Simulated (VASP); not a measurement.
A run of VASP 6.6.1 is set up as follows.

File INCAR:

```
PREC     = Accurate       # precision mode
ENCUT    = 700            # plane-wave cutoff, eV
EDIFF    = 1E-6           # SCF threshold, eV
ISMEAR   = 0              # smearing method
SIGMA    = 0.1            # smearing width, eV
LREAL    = False          # projectors in reciprocal space
LASPH    = True           # aspherical terms in the spheres
NELM     = 200            # most SCF steps
ALGO     = Normal         # electronic algorithm
ISIF     = 2              # what is computed and relaxed
LWAVE    = False          # write WAVECAR
LCHARG   = False          # write CHGCAR
ISPIN    = 2              # spin polarisation
MAGMOM   = 1 0 0 0 0      # initial moments
LORBIT   = 11             # projections on sites
LMAXMIX  = 4              # l up to which the mixer works
GGA      = PE             # functional
NBANDS   = 34             # bands
GGA_COMPAT= False
```

KPOINTS

```
Automatic mesh
0
Gamma
  4 4 4
```

The input POSCAR:

```
RuBrF3
1.0
    4.1767644512      0.0000000000      0.0000000000
    0.0000000000      4.1767644512      0.0000000000
    0.0000000000      0.0000000000      4.1767644512
Ru Br F
1 1 3
Direct
    0.5000000000      0.5000000000      0.5000000000
    0.0000000000      0.0000000000      0.0000000000
    0.0000000000      0.5000000000      0.5000000000
    0.5000000000      0.0000000000      0.5000000000
    0.5000000000      0.5000000000      0.0000000000
```

Potentials or basis: VASP PAW PBE potentials, release 64 (Ru_sv, Br, F).

Run with:

```bash
$ cat potpaw_PBE.64/Ru_sv/POTCAR potpaw_PBE.64/Br/POTCAR potpaw_PBE.64/F/POTCAR > POTCAR
$ mpirun -np 1 vasp_std > vasp.out
```

(1) Estimate the site moments.

(2) Estimate the pressure.

Answers

(1) Ru +1.90; Br -0.10; F +0.08 μB.

(2) -0.7 GPa.

Caveat: the k points lie up to 0.38 Å⁻¹ apart.
